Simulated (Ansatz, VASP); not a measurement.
## Zn: VASP beside Ansatz

```
CELL_PARAMETERS angstrom
0.00000 1.96434 2.01011
1.96434 0.00000 2.01011
1.96434 1.96434 0.00000
ATOMIC_POSITIONS crystal
Zn 0.00000 0.00000 0.00000
```

Change from the starting cell: engineering shear strain xy +0.0000, normal strain along z +0.0233.

Alike in both runs: task single point; functional PBE; k mesh 20 × 20 × 20; occupations gaussian, width 0.15 eV; no spin polarisation.

|  | VASP | Ansatz |
| --- | --- | --- |
| version | VASP 6.6.1 | Ansatz 0.2.0 |
| potentials or method | VASP PAW PBE potentials, release 64 (Zn), cutoff 520 eV | scalar-relativistic, plane waves, PAW |
| valence electrons in the cell | 12 | 12 |

Ansatz gave:

```
gap on the k mesh at the Fermi level (eV)                     : none
pressure (GPa)                                                : -1.5
traceless stress, the component that is largest in VASP (GPa) : -1.34
```

**Question.** Which values does VASP return?

**Answer.** gap on the k mesh at the Fermi level (eV): none; pressure (GPa): -1.2; traceless stress, the component that is largest in VASP (GPa): -1.34.

A gap of «none» marks a metal or a gap that the smearing closes. With one functional, cell and mesh, what is left measures potentials, basis and numerics.
